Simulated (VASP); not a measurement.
Write the native input for VASP 6.6.1 that does the following.

```yaml
Task: single point
Functional: PBEsol
Potentials_or_basis: VASP PAW PBE potentials, release 64 (W_sv)
Cutoff: 520 eV
k_mesh: 20 × 20 × 20
Occupations: gaussian, width 0.15 eV
Spin: no spin polarisation
Dipole_correction: no
Further_INCAR_settings: ALGO = Fast; EDIFF = 1e-07; NBANDS = 13
```

The structure of W lies in POSCAR:

```
W
1.0
   -1.4695160000      1.4695160000      1.5973000000
    1.4695160000     -1.4695160000      1.5973000000
    1.4695160000      1.4695160000     -1.5973000000
W
1
Direct
    0.0000000000      0.0000000000      0.0000000000
```

This cell differs from its parent crystal: strain -0.080 along x and y, +0.000 along z.

One way to write it, as run:

INCAR

```
SYSTEM = W
ALGO     = Fast           ! electronic algorithm
EDIFF    = 1E-7           ! SCF threshold, eV
ENCUT    = 520            ! plane-wave cutoff, eV
GGA      = PS             ! functional
ISIF     = 2              ! what is computed and relaxed
ISMEAR   = 0              ! smearing method
LASPH    = .True.         ! aspherical terms in the spheres
LCHARG   = .True.         ! write CHGCAR
LELF     = .True.         ! ELF
LREAL    = .False.        ! projectors in reciprocal space
LVHAR    = .True.       
LWAVE    = .False.        ! write WAVECAR
NBANDS   = 13             ! bands
NELM     = 100            ! most SCF steps
PREC     = Accurate       ! precision mode
SIGMA    = 0.15           ! smearing width, eV
```

KPOINTS

```
k-points
0
Gamma
  20 20 20
  0 0 0
```

Potentials or basis: VASP PAW PBE potentials, release 64 (W_sv).

Launch:

```bash
$ cat potpaw_PBE.64/W_sv/POTCAR > POTCAR
$ mpirun -np 1 vasp_std > vasp.out
```

It gave:

```
Pressure               : 57.0 GPa
Band gap on the k mesh : zero (bands 7 and 8 overlap by 7.20 eV)
```

Caveat: the cell differs from its parent crystal (strain -0.080 along x and y, +0.000 along z); the stress differs along the axes, from 35 to 68 GPa; the PAW data sets were made with another functional, which shifts forces and pressure a little; spin-orbit coupling is left out, which moves the levels of the heavy elements.

Run time: 3.2 min on 1 thread of Intel Xeon 8259CL, with other jobs on the host, peak memory 0.22 GiB.
